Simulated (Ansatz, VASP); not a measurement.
**One calculation of Zn, two programs**

The input INCAR:

```
SYSTEM = Zn
ALGO = Normal
EDIFF = 1E-6
ENCUT = 500
GGA = PE
GGA_COMPAT = .False.
ISIF = 2
ISMEAR = -1
LASPH = .True.
LCHARG = .False.
LREAL = .False.
LWAVE = .False.
NBANDS = 12
NELM = 120
PREC = Accurate
SIGMA = 0.05
```

File KPOINTS:

```
k-points
0
Gamma
  12 12 12
  0 0 0
```

Contents of POSCAR:

```
Zn
1.0
   -1.5794282763      1.5794282763      1.5794282763
    1.5794282763     -1.5794282763      1.5794282763
    1.5794282763      1.5794282763     -1.5794282763
Zn
1
Direct
    0.0000000000      0.0000000000      0.0000000000
```

File input.yaml:

```yaml
crystal:
  lattice:
    - [-1.5794282763, 1.5794282763, 1.5794282763]
    - [1.5794282763, -1.5794282763, 1.5794282763]
    - [1.5794282763, 1.5794282763, -1.5794282763]
  atoms:
    - { symbol: Zn, position: [0.0, 0.0, 0.0] }
hamiltonian:
  xc: pbe
  pseudopotentials: { kind: paw, azcp: { folder: soft_1 } }
kpoints:
  mp_grid: { grid: [12, 12, 12] }
scf:
  occupations: { method: fermi_dirac, width: 0.05 }
output:
  forces: true
  stress: true
  eigenvalues: true
```

Alike in both runs: task single point; functional PBE; k mesh 12 × 12 × 12; occupations fermi-dirac, width 0.05 eV; no spin polarisation.

|  | VASP | Ansatz |
| --- | --- | --- |
| version | VASP 6.6.1 | Ansatz 0.2.0 |
| potentials or method | VASP PAW PBE potentials, release 64 (Zn) | Ansatz PAW soft_1 |
| plane-wave cutoff (eV) | 500 | 420 |
| valence electrons in the cell | 12 | 12 |

```csv
,VASP,Ansatz,Ansatz less VASP
gap on the k mesh at the Fermi level (eV),none,none,-
pressure (GPa),-1.2,-1.4,-0.27
```

A gap of «none» marks a metal or a gap that the smearing closes.
